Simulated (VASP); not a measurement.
# Ti3Al (P-6m2) in VASP: further runs, part 2 of 2

VASP 6.6.1. Earlier steps stand in the parts before.

**3. Single point, PBEsol (16.15 Å³/atom)**

The input, INCAR:

```
SYSTEM = Ti3Al
ALGO = Fast
EDIFF = 1E-6
ENCUT = 520
GGA = PS
ISIF = 2
ISMEAR = 0
LASPH = .True.
LCHARG = .True.
LELF = .True.
LREAL = .False.
LVHAR = .True.
LWAVE = .False.
NBANDS = 28
NELM = 80
PREC = Accurate
SIGMA = 0.15
```

The input, KPOINTS:

```
k-points
0
Gamma
  18 18 6
  0 0 0
```

The input, POSCAR:

```
Ti3Al
1.0
    3.0489398291      0.0000000000      0.0000000000
   -1.5244699145      2.6404593466      0.0000000000
    0.0000000000      0.0000000000      8.0217606903
Ti Al
3 1
Direct
    0.6666666667      0.3333333333      0.0000000000
    0.3333333333      0.6666666667      0.7511732072
    0.3333333333      0.6666666667      0.2488267928
    0.6666666667      0.3333333333      0.5000000000
```

Potentials or basis: VASP PAW PBE potentials, release 64 (Ti_sv, Al).

Started as:

```bash
$ cat potpaw_PBE.64/Ti_sv/POTCAR potpaw_PBE.64/Al/POTCAR > POTCAR
$ mpirun -np 1 vasp_std > vasp.out
```

OUTCAR:

```text
SYSTEM = Ti3Al
   EDIFF = 1E-6
   ENCUT = 520
   GGA = PS
   ISIF = 2
   ISMEAR = 0
   LASPH = .True.
   LREAL = .False.
   NELM = 80
   PREC = Accurate

 ion  position               nearest neighbor table
   1  0.667  0.333  0.000-   2 2.66   3 2.66   2 2.66   3 2.66   2 2.66   3 2.66
   2  0.333  0.667  0.751-   1 2.66   1 2.66   1 2.66   4 2.68   4 2.68   4 2.68
   3  0.333  0.667  0.249-   1 2.66   1 2.66   1 2.66   4 2.68   4 2.68   4 2.68
   4  0.667  0.333  0.500-   2 2.68   3 2.68   2 2.68   3 2.68   2 2.68   3 2.68

  LATTYP: Found a hexagonal cell.
 ALAT       =     3.0489398291
 C/A-ratio  =     2.6310000000

  Lattice vectors:

 A1 = (   3.0489398291,   0.0000000000,   0.0000000000)
 A2 = (  -1.5244699145,   2.6404593466,   0.0000000000)
 A3 = (   0.0000000000,   0.0000000000,   8.0217606903)

Analysis of symmetry for initial positions (statically):
=====================================================================
 Subroutine PRICEL returns:
 Original cell was already a primitive cell.

 Routine SETGRP: Setting up the symmetry group for a
 hexagonal supercell.

 Subroutine GETGRP returns: Found 12 space group operations
 (whereof 12 operations were pure point group operations)
 out of a pool of 24 trial point group operations.

The static configuration has the point symmetry D_3h.

Analysis of symmetry for dynamics (positions and initial velocities):
=====================================================================
 Subroutine PRICEL returns:
 Original cell was already a primitive cell.

 Routine SETGRP: Setting up the symmetry group for a
 hexagonal supercell.

 Subroutine GETGRP returns: Found 12 space group operations
 (whereof 12 operations were pure point group operations)
 out of a pool of 24 trial point group operations.

The dynamic configuration has the point symmetry D_3h.

 Subroutine INISYM returns: Found 12 space group operations
 (whereof 12 operations are pure point group operations),
 and found     1 'primitive' translations

----------------------------------------------------------------------------------------

                                     Primitive cell

  volume of cell :      64.5800

  direct lattice vectors                    reciprocal lattice vectors
     3.048939829  0.000000000  0.000000000     0.327982858  0.189360992  0.000000000
    -1.524469915  2.640459347  0.000000000     0.000000000  0.378721983  0.000000000
     0.000000000  0.000000000  8.021760690     0.000000000  0.000000000  0.124660912

  length of vectors
     3.048939829  3.048939829  8.021760690     0.378721983  0.378721983  0.124660912

  position of ions in fractional coordinates (direct lattice)
     0.666666667  0.333333333  0.000000000
     0.333333333  0.666666667  0.751173207
     0.333333333  0.666666667  0.248826793
     0.666666667  0.333333333  0.500000000

  ion indices of the primitive-cell ions
   primitive index   ion index
                 1           1
                 2           2
                 3           3
                 4           4

----------------------------------------------------------------------------------------

 KPOINTS: k-points

Automatic generation of k-mesh.
 Grid dimensions read from file:
 generate k-points for:   18   18    6

 Generating k-lattice:

  Cartesian coordinates                     Fractional coordinates (reciprocal lattice)
     0.018221270  0.010520055  0.000000000     0.055555556 -0.000000000  0.000000000
     0.000000000  0.021040110  0.000000000     0.000000000  0.055555556  0.000000000
     0.000000000  0.000000000  0.020776819     0.000000000  0.000000000  0.166666667

  Length of vectors
     0.021040110  0.021040110  0.020776819

  Shift w.r.t. Gamma in fractional coordinates (k-lattice)
     0.000000000  0.000000000  0.000000000

 Subroutine IBZKPT returns following result:
 ===========================================

 Found    148 irreducible k-points:

 Following reciprocal coordinates:
            Coordinates               Weight
  0.000000  0.000000  0.000000      1.000000
  0.055556  0.000000  0.000000      6.000000
  0.111111  0.000000  0.000000      6.000000
  0.166667  0.000000  0.000000      6.000000
  0.222222  0.000000  0.000000      6.000000
  0.277778  0.000000  0.000000      6.000000
[... 16 lines left out ...]
  0.333333  0.111111  0.000000     12.000000
  0.388889  0.111111  0.000000     12.000000
 [... further k-points ...]
   k-points           NKPTS =    148   k-points in BZ     NKDIM =    148   number of bands    NBANDS=     28
   number of dos      NEDOS =    301   number of ions     NIONS =      4
   total plane-waves  NPLWV =  34560
   dimension x,y,z NGX =    24 NGY =   24 NGZ =   60
   dimension x,y,z NGXF=    48 NGYF=   48 NGZF=  120
   ions per type =               3   1
   NGX,Y,Z   is equivalent  to a cutoff of  13.09, 13.09, 12.43 a.u.
   NGXF,Y,Z  is equivalent  to a cutoff of  26.17, 26.17, 24.87 a.u.
 SYSTEM =  Ti3Al
   PREC   = accura    normal or accurate (medium, high low for compatibility)
   ISTART =      0    job   : 0-new  1-cont  2-samecut
   ICHARG =      2    charge: 1-file 2-atom 10-const
   ISPIN  =      1    spin polarized calculation?
   LNONCOLLINEAR =      F non collinear calculations
   LSORBIT =      F    spin-orbit coupling
   LASPH  =      T    aspherical Exc in radial PAW
   ENCUT  =  520.0 eV  38.22 Ry    6.18 a.u.   5.67  5.67 14.92*2*pi/ulx,y,z
   NELM   =     80;   NELMIN=  2; NELMDL= -5     # of ELM steps
   EDIFF  = 0.1E-05   stopping-criterion for ELM
   LREAL  =      F    real-space projection
   EDIFFG = 0.1E-04   stopping-criterion for IOM
   NSW    =      0    number of steps for IOM
   IBRION =     -1    ionic relax: 0-MD 1-quasi-New 2-CG
   NFREE  =      0    steps in history (QN), initial steepest desc. (CG)
   ISIF   =      2    stress and relaxation
   ISYM   =      2    0-nonsym 1-usesym 2-fastsym
   POTIM  = 0.5000    time-step for ionic-motion
   TEBEG  =    0.0;   TEEND  =   0.0 temperature during run
   PSTRESS=    0.0 pullay stress
   NELECT =      39.0000    total number of electrons
   NUPDOWN=      -1.0000    fix difference up-down
   EMIN   =  10.00;   EMAX   =-10.00  energy-range for DOS
   EFERMI =   0.00;   METHOD = LEGACY
   ISMEAR =     0;   SIGMA  =   0.15  broadening in eV -4-tet -1-fermi 0-gaus
   EFERMI_NEDOS =   21; number of points for ismear=-14 and -15
   IALGO  =     68    algorithm
   IMIX   =      4    mixing-type and parameters
     AMIX     =   0.40;   BMIX     =  1.00
     AMIX_MAG =   1.60;   BMIX_MAG =  1.00
  volume/ion in A,a.u.               =      16.15       108.95
  Fermi-wavevector in a.u.,A,eV,Ry     =   1.383769  2.614945 26.052673  1.914817
  Thomas-Fermi vector in A             =   2.508336
   LORBIT       =      0    0 simple, 1 ext, 2 COOP (PROOUT), +10 PAW based schemes
   GGA     = PS    functional components
   LHFCALC =     F    Hartree Fock is set to
   AEXX    =    0.0000 exact exchange contribution
   IVDW    =     0    specifies the selected vdW correction
   LEPSILON=     F    determine dielectric tensor
   LRPA    =     F    only Hartree local field effects (RPA)
 non-spin polarized calculation
 RMM-DIIS sequential band-by-band and
 Gauss-broadening in eV      SIGMA  =   0.15
  energy-cutoff  :      520.00
  volume of cell :       64.58
 maximum number of plane-waves:      1770
 NGX is ok and might be reduce to    24
   NGX = 11   NGY = 11   NGZ = 29

 number of electron      38.9999992 magnetization

 Free energy of the ion-electron system (eV)
  ---------------------------------------------------
  ext. energy  EPLUGINS =         0.00000000
  ---------------------------------------------------
  free energy    TOTEN  =       -28.93141652 eV

  energy without entropy =      -28.88818050  energy(sigma->0) =      -28.90979851

 E-fermi :   8.4257     XC(G=0): -11.5647

 val. band max:        8.4247239123   @ k =   0.1667   0.1667   0.5000
 cond. band min:       8.4303775614   @ k =   0.3333   0.3333   0.0000
 fundamental gap:      0.0056536491
 Fermi energy:         8.4256894590

 k-point     1 :       0.0000    0.0000    0.0000
  band No.  band energies     occupation
      1     -47.9758      2.00000
      2     -47.8492      2.00000
      3     -47.7379      2.00000
      4     -24.7329      2.00000
      5     -24.3261      2.00000
      6     -24.1130      2.00000
[... 733 lines left out ...]
     27      11.5653      0.00000
     28      12.3178      0.00000

 [... further k-points ...]

------------------------ aborting loop because EDIFF is reached ----------------------------------------

  FORCE on cell =-STRESS in cart. coord.  units (eV):
  Direction    XX          YY          ZZ          XY          YZ          ZX
  --------------------------------------------------------------------------------------
  -------------------------------------------------------------------------------------
  Total       -0.9299982     -0.9299982      8.5980772     -0.0000000      0.0000000     -0.0000000
  in kB      -23.0725007    -23.0725006    213.3113093     -0.0000000      0.0000000     -0.0000000
  external PRESSURE =      55.7221027 kB  Pullay stress =       0.0000000 kB

 VOLUME and BASIS-vectors are now :
 -----------------------------------------------------------------------------
  energy-cutoff  :      520.00
  volume of cell :       64.58
      direct lattice vectors                 reciprocal lattice vectors
     3.048939829  0.000000000  0.000000000     0.327982858  0.189360992  0.000000000
    -1.524469915  2.640459347  0.000000000     0.000000000  0.378721983  0.000000000
     0.000000000  0.000000000  8.021760690     0.000000000  0.000000000  0.124660912

 POSITION                                       TOTAL-FORCE (eV/Angst)
 -----------------------------------------------------------------------------------
      1.52447      0.88015      0.00000         0.000000      0.000000     -0.000000
     -0.00000      1.76031      6.02573        -0.000000     -0.000000      0.048431
     -0.00000      1.76031      1.99603        -0.000000     -0.000000     -0.048431
      1.52447      0.88015      4.01088         0.000000     -0.000000     -0.000000
 -----------------------------------------------------------------------------------
    total drift:                                0.000000     -0.000000      0.000000

  FREE ENERGIE OF THE ION-ELECTRON SYSTEM (eV)
  ---------------------------------------------------
  free  energy   TOTEN  =       -28.9314165169 eV

  energy  without entropy=      -28.8881804959  energy(sigma->0) =      -28.90979851
```

stdout:

```text
POSCAR found type information on POSCAR TiAl
 POSCAR found :  2 types and       4 ions
 scaLAPACK will be used
 -----------------------------------------------------------------------------
|                                                                             |
|                                                                             |
[... 29 lines left out ...]
WARNING in EDDRMM: call to ZHEGV failed, returncode =   6  3     19
WARNING in EDDRMM: call to ZHEGV failed, returncode =   8  4     13
WARNING in EDDRMM: call to ZHEGV failed, returncode =   8  4     17
WARNING in EDDRMM: call to ZHEGV failed, returncode =   8  4      4
WARNING in EDDRMM: call to ZHEGV failed, returncode =   6  3      5
WARNING in EDDRMM: call to ZHEGV failed, returncode =   6  3      5
WARNING in EDDRMM: call to ZHEGV failed, returncode =   8  4     16
WARNING in EDDRMM: call to ZHEGV failed, returncode =   8  4      8
```

Wall time 5.8 min (1 thread of Intel Xeon 6975P-C (Granite Rapids), shared host); peak memory 0.34 GiB.

What came out:

- Free energy: -28.9314 eV
- Pressure: 5.6 GPa
- Largest force: 0.048 eV/Å
- Band gap on the k mesh: zero (an odd number of electrons rules out a gap without spin polarisation)

Forces in eV/Å, atoms in the order of the input:
```
Ti   0.000  0.000  0.000
Ti   0.000  0.000  0.048
Ti   0.000  0.000 -0.048
Al   0.000  0.000  0.000
```

Caveat: the cell stands under pressure; the PAW data sets were made with another functional, which shifts forces and pressure a little.
